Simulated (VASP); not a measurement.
A run of VASP 6.6.1:

The input INCAR:

```
SYSTEM = Sr
PREC = Accurate ; ENCUT = 520
EDIFF = 1E-6 ; ISMEAR = -1
SIGMA = 0.1 ; LREAL = .False.
LASPH = .True. ; NELM = 100
ALGO = Normal ; ISIF = 2
LWAVE = .False. ; LCHARG = .False.
GGA = PS ; NBANDS = 11
```

KPOINTS

```
regular mesh
0
Gamma
  11 11 11
  0 0 0
```

Contents of POSCAR:

```
Sr
1.0
   -2.2435065091      2.2435065091      2.2435065091
    2.2435065091     -2.2435065091      2.2435065091
    2.2435065091      2.2435065091     -2.2435065091
Sr
1
Direct
    0.0000000000      0.0000000000      0.0000000000
```

Potentials or basis: VASP PAW PBE potentials, release 64 (Sr_sv).

Run with:

```console
$ cat potpaw_PBE.64/Sr_sv/POTCAR > POTCAR
$ mpirun -np 1 vasp_std > vasp.out
```

Hardware: 1 thread of AMD EPYC 7R43 64-Core Processor (Zen 3), with other jobs on the host.

Task: Estimate the wall time of this run.

Result: It took 25 s on 1 thread of AMD EPYC 7R43 64-Core Processor (Zen 3), with other jobs on the host, peak memory 0.14 GiB. Counts: scf iterations 11, k points 56.
